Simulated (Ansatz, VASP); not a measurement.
**One calculation of MgS, two programs**

```xyz
2
Lattice="0.0000 2.8141 2.8141 2.8141 0.0000 2.8141 2.8141 2.8141 0.0000" Properties=species:S:1:pos:R:3 pbc="T T T"
S     1.4071    1.4071    1.4071
Mg    0.0000    0.0000    0.0000
```

Alike in both runs: task single point; functional HSE06; k mesh 6 × 6 × 6; occupations fermi-dirac, width 0.05 eV; no spin polarisation.

|  | VASP | Ansatz |
| --- | --- | --- |
| version | VASP 6.6.1 | Ansatz 0.2.0 |
| potentials or method | VASP PAW PBE potentials, release 64 (S, Mg) | Ansatz PAW |
| plane-wave cutoff (eV) | 520 | 420 |
| valence electrons in the cell | 8 | 16 |

VASP gave:

- gap on the k mesh at the Fermi level (eV): 4.61
- least direct gap on the mesh (eV): 4.61
- pressure (GPa): 1.0

Q: Estimate Ansatz's values.

A: gap on the k mesh at the Fermi level (eV): 4.62; least direct gap on the mesh (eV): 4.62; pressure (GPa): 1.1.

The functional is the same, so the differences come from potentials, cutoffs and numerics. VASP's potentials hold 8 valence electrons a cell and Ansatz's 16, so a difference there can come from the potentials and not from the codes.
